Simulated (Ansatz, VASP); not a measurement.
# Al2B2As in VASP and in Ansatz

```
Al B As
1.0
     2.74457    0.00000    0.00000
     0.00000    2.74457    0.00000
     0.00000    0.00000    9.11278
Al B As
2 2 1
Cartesian
  1.3723 1.3723 6.7509
  1.3723 1.3723 2.3619
  0.0000 0.0000 4.5564
  1.3723 1.3723 4.5564
  0.0000 0.0000 0.0000
```

Alike in both runs: functional PBE; k mesh 14 × 14 × 4; occupations gaussian, width 0.1 eV; no spin polarisation.

Ansatz relaxed the structure, and its values are those at the end. VASP's run is a single point on that final structure, the one shown.

|  | VASP | Ansatz |
| --- | --- | --- |
| version | VASP 6.6.1 | Ansatz 0.2.0 |
| potentials or method | VASP PAW PBE potentials, release 64 (Al, B, As), cutoff 520 eV | scalar-relativistic, plane waves, PAW |
| valence electrons in the cell | 17 | 27 |

|  | VASP | Ansatz | Ansatz less VASP |
| --- | --- | --- | --- |
| gap on the k mesh at the Fermi level (eV) | none | none | - |
| pressure (GPa) | 0.0 | 0.0 | -0.05 |

A gap of «none» marks a metal or a gap that the smearing closes. The functional is the same, so the differences come from potentials, cutoffs and numerics. VASP's potentials hold 17 valence electrons a cell and Ansatz's 27, so a difference there can come from the potentials and not from the codes.
